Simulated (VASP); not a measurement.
# Al4Ir (P4/mmm) in VASP: notebook

Al4Ir is run at these levels: PBE; tasks: single point.

All numbers are computed with VASP 6.6.1; they aren't measurements. Logs are shortened: lines on timing, memory, paths and dates and some standing lists are left out, and cuts for length are marked.

## (1) The cell of the first run

It takes space group P4/mmm (No. 123, tetragonal). The conventional cell has a = 3.376 Å, b = 3.376 Å, c = 6.704 Å, α = 90.00°, β = 90.00°, γ = 90.00°. Al (site symmetry 4mm) has 5 Al at 2.40 to 3.19 Å and 4 Ir at 2.96 Å within 3.2 Å. Al (site symmetry 4mm) has 1 Ir at 1.54 Å within 2.1 Å. Within 2.1 Å of Ir (site symmetry 4/mmm) lie 2 Al at 1.54 Å.

The cell was built from a structure type or drawn by symmetry, and may not be a known phase.

## (2) Single point, PBE

INCAR reads:

```
SYSTEM = Al4Ir
  PREC = Accurate
  ENCUT = 520
  EDIFF = 1E-6
  ISMEAR = 0
  SIGMA = 0.1
  LREAL = .False.
  LASPH = .True.
  NELM = 60
  ALGO = Fast
  ISIF = 2
  LWAVE = .False.
  LCHARG = .False.
  GGA = PE
  NBANDS = 18
```

KPOINTS reads:

```
Automatic mesh
0
Gamma
  6 6 4
  0 0 0
```

POSCAR reads:

```
Al4Ir
1.0
    3.3763717900      0.0000000000      0.0000000000
    0.0000000000      3.3763717900      0.0000000000
    0.0000000000      0.0000000000      6.7038003700
Al Ir
4 1
Direct
    0.0000000000      0.0000000000      0.2622640100
    0.0000000000      0.0000000000      0.7377359900
    0.5000000000      0.5000000000      0.2301186400
    0.5000000000      0.5000000000      0.7698813600
    0.5000000000      0.5000000000      0.0000000000
```

Potentials or basis: VASP PAW PBE potentials, release 64 (Al, Ir).

Started as:

```
$ cat potpaw_PBE.64/Al/POTCAR potpaw_PBE.64/Ir/POTCAR > POTCAR
$ mpirun -np 1 vasp_std > vasp.out
```

OUTCAR:

```text
SYSTEM = Al4Ir
   PREC = Accurate
   ENCUT = 520
   EDIFF = 1E-6
   ISMEAR = 0
   LREAL = .False.
   LASPH = .True.
   NELM = 60
   ISIF = 2
   GGA = PE

 ion  position               nearest neighbor table
   1  0.000  0.000  0.262-   3 2.40   3 2.40   3 2.40   3 2.40   5 2.96   5 2.96   5 2.96   5 2.96
                             2 3.19
   2  0.000  0.000  0.738-   4 2.40   4 2.40   4 2.40   4 2.40   5 2.96   5 2.96   5 2.96   5 2.96
                             1 3.19
   3  0.500  0.500  0.230-   5 1.54   1 2.40   1 2.40   1 2.40   1 2.40   4 3.09
   4  0.500  0.500  0.770-   5 1.54   2 2.40   2 2.40   2 2.40   2 2.40   3 3.09
   5  0.500  0.500  0.000-   3 1.54   4 1.54   1 2.96   2 2.96   1 2.96   2 2.96   1 2.96   2 2.96
                             1 2.96   2 2.96

 -----------------------------------------------------------------------------
|                                                                             |
|           W    W    AA    RRRRR   N    N  II  N    N   GGGG   !!!           |
|           W    W   A  A   R    R  NN   N  II  NN   N  G    G  !!!           |
|           W    W  A    A  R    R  N N  N  II  N N  N  G       !!!           |
|           W WW W  AAAAAA  RRRRR   N  N N  II  N  N N  G  GGG   !            |
|           WW  WW  A    A  R   R   N   NN  II  N   NN  G    G                |
|           W    W  A    A  R    R  N    N  II  N    N   GGGG   !!!           |
|                                                                             |
|     The distance between some ions is very small. Please check the          |
|     nearest-neighbor list in the OUTCAR file.                               |
|     I HOPE YOU KNOW WHAT YOU ARE DOING!                                     |
|                                                                             |
 -----------------------------------------------------------------------------

  LATTYP: Found a simple tetragonal cell.
 ALAT       =     3.3763717900
 C/A-ratio  =     1.9855042001

  Lattice vectors:

 A1 = (   3.3763717900,   0.0000000000,   0.0000000000)
 A2 = (   0.0000000000,   3.3763717900,   0.0000000000)
 A3 = (   0.0000000000,   0.0000000000,   6.7038003700)

Analysis of symmetry for initial positions (statically):
=====================================================================
 Subroutine PRICEL returns:
 Original cell was already a primitive cell.

 Routine SETGRP: Setting up the symmetry group for a
 simple tetragonal supercell.

 Subroutine GETGRP returns: Found 16 space group operations
 (whereof 16 operations were pure point group operations)
 out of a pool of 16 trial point group operations.

The static configuration has the point symmetry D_4h.

Analysis of symmetry for dynamics (positions and initial velocities):
=====================================================================
 Subroutine PRICEL returns:
 Original cell was already a primitive cell.

 Routine SETGRP: Setting up the symmetry group for a
 simple tetragonal supercell.

 Subroutine GETGRP returns: Found 16 space group operations
 (whereof 16 operations were pure point group operations)
 out of a pool of 16 trial point group operations.

The dynamic configuration has the point symmetry D_4h.

 Subroutine INISYM returns: Found 16 space group operations
 (whereof 16 operations are pure point group operations),
 and found     1 'primitive' translations

----------------------------------------------------------------------------------------

                                     Primitive cell

  volume of cell :      76.4226

  direct lattice vectors                    reciprocal lattice vectors
     3.376371790  0.000000000  0.000000000     0.296175914  0.000000000  0.000000000
     0.000000000  3.376371790  0.000000000     0.000000000  0.296175914  0.000000000
     0.000000000  0.000000000  6.703800370     0.000000000  0.000000000  0.149169120

  length of vectors
     3.376371790  3.376371790  6.703800370     0.296175914  0.296175914  0.149169120

[... 49 lines left out ...]
   IALGO  =     68    algorithm
   IMIX   =      4    mixing-type and parameters
     AMIX     =   0.40;   BMIX     =  1.00
     AMIX_MAG =   1.60;   BMIX_MAG =  1.00
  volume/ion in A,a.u.               =      15.28       103.14
  Fermi-wavevector in a.u.,A,eV,Ry     =   1.064325  2.011282 15.412498  1.132787
  Thomas-Fermi vector in A             =   2.199839
   LORBIT       =      0    0 simple, 1 ext, 2 COOP (PROOUT), +10 PAW based schemes
   GGA     = PE    functional components
   LHFCALC =     F    Hartree Fock is set to
   AEXX    =    0.0000 exact exchange contribution
   IVDW    =     0    specifies the selected vdW correction
   LEPSILON=     F    determine dielectric tensor
   LRPA    =     F    only Hartree local field effects (RPA)
 non-spin polarized calculation
 RMM-DIIS sequential band-by-band and
 Gauss-broadening in eV      SIGMA  =   0.10
  energy-cutoff  :      520.00
  volume of cell :       76.42
 maximum number of plane-waves:      2088
 NGX is ok and might be reduce to    28
   NGX = 13   NGY = 13   NGZ = 25

 number of electron      21.0000002 magnetization

 Free energy of the ion-electron system (eV)
  ---------------------------------------------------
  ext. energy  EPLUGINS =         0.00000000
  ---------------------------------------------------
  free energy    TOTEN  =         2.60234384 eV

  energy without entropy =        2.61070095  energy(sigma->0) =        2.60652240

 E-fermi :   8.3805     XC(G=0): -10.7005

 val. band max:        8.3754364657   @ k =   0.0000   0.0000   0.2500
 cond. band min:       8.4470358883   @ k =   0.1667   0.0000   0.2500
 fundamental gap:      0.0715994226
 Fermi energy:         8.3805348559

 k-point     1 :       0.0000    0.0000    0.0000
  band No.  band energies     occupation
      1      -2.7730      2.00000
      2      -0.4504      2.00000
      3       1.9144      2.00000
      4       2.2130      2.00000
      5       2.2130      2.00000
      6       3.7520      2.00000
[... 10 lines left out ...]
     17      13.4318      0.00000
     18      15.2353      0.00000

 k-point     2 :       0.1667    0.0000    0.0000
  band No.  band energies     occupation
      1      -2.3915      2.00000
      2      -0.3333      2.00000
      3       2.1786      2.00000
      4       2.1850      2.00000
      5       2.2659      2.00000
      6       3.7986      2.00000
[... 10 lines left out ...]
     17      13.2794      0.00000
     18      15.7550      0.00000
[... 442 lines left out ...]
 k-point    24 :       0.5000    0.0000    0.5000
  band No.  band energies     occupation
      1      -0.3075      2.00000
      2       0.4702      2.00000
      3       1.2385      2.00000
      4       1.8627      2.00000
      5       2.4308      2.00000
      6       3.0735      2.00000
[... 10 lines left out ...]
     17      13.8171      0.00000
     18      14.8721      0.00000

 [... further k-points ...]
[... 5 lines left out ...]
  --------------------------------------------------------------------------------------
  -------------------------------------------------------------------------------------
  Total       17.0990885     17.0990885    117.6323249      0.0000000      0.0000000      0.0000000
  in kB      358.4775347    358.4775347   2466.1282810      0.0000000      0.0000000      0.0000000
  external PRESSURE =    1061.0277835 kB  Pullay stress =       0.0000000 kB

 VOLUME and BASIS-vectors are now :
 -----------------------------------------------------------------------------
  energy-cutoff  :      520.00
  volume of cell :       76.42
      direct lattice vectors                 reciprocal lattice vectors
     3.376371790  0.000000000  0.000000000     0.296175914  0.000000000  0.000000000
     0.000000000  3.376371790  0.000000000     0.000000000  0.296175914  0.000000000
     0.000000000  0.000000000  6.703800370     0.000000000  0.000000000  0.149169120

 POSITION                                       TOTAL-FORCE (eV/Angst)
 -----------------------------------------------------------------------------------
      0.00000      0.00000      1.75817        -0.000000      0.000000      0.583834
      0.00000      0.00000      4.94563         0.000000     -0.000000     -0.583834
      1.68819      1.68819      1.54267        -0.000000     -0.000000     38.686068
      1.68819      1.68819      5.16113        -0.000000     -0.000000    -38.686068
      1.68819      1.68819      0.00000        -0.000000     -0.000000      0.000000
 -----------------------------------------------------------------------------------
    total drift:                                0.000000      0.000000     -0.000000

  FREE ENERGIE OF THE ION-ELECTRON SYSTEM (eV)
  ---------------------------------------------------
  free  energy   TOTEN  =         2.6023438439 eV

  energy  without entropy=        2.6107009474  energy(sigma->0) =        2.60652240
```

Run time: 27 s. Hardware: 1 thread of Intel Xeon 6975P-C (Granite Rapids), shared host; peak memory 0.2 GiB.

What came out:

```yaml
Free_energy: 2.6023 eV
Pressure: 106.1 GPa
Largest_force: 38.686 eV/Å
Band_gap_on_the_k_mesh: zero (an odd number of electrons rules out a gap without spin polarisation)
```

Forces in eV/Å, atoms in the order of the input:
```
Al    0.000   0.000   0.584
Al    0.000   0.000  -0.584
Al    0.000   0.000  38.686
Al    0.000   0.000 -38.686
Ir    0.000   0.000   0.000
```

Stress tensor (GPa, compression positive):
```
 35.85   0.00   0.00
  0.00  35.85   0.00
  0.00   0.00 246.61
```

Levels at points of the mesh, in eV from the Fermi level:
```csv
k point,band 8,band 9,band 10,band 11,band 12,band 13,band 14,band 15
"(0.00, 0.00, 0.00)",-1.84,0.42,0.42,1.86,2.81,3.53,3.53,3.85
"(0.50, 0.00, 0.00)",-2.69,-2.52,-2.27,-0.58,3.10,4.02,4.52,4.71
"(0.50, 0.50, 0.00)",-2.18,-1.66,-1.61,-0.85,-0.62,-0.62,1.46,1.53
"(0.00, 0.00, 0.50)",-2.23,-1.84,0.76,0.76,2.35,2.54,2.54,4.59
"(0.50, 0.00, 0.50)",-3.05,-1.70,0.29,1.00,1.02,2.58,3.41,3.56
"(0.50, 0.50, 0.50)",-2.83,-1.97,-1.84,-1.84,-0.85,0.44,2.53,3.63
```

Caveat: atoms lie so close that the PAW spheres overlap strongly, which falsifies energies and pressures; the cell stands under pressure; spin-orbit coupling is left out, which moves the levels of the heavy elements; forces of over 1 eV/Å act on the atoms, so gaps and moduli don't describe the material at rest.

(Part 1 of 2 ends here.)
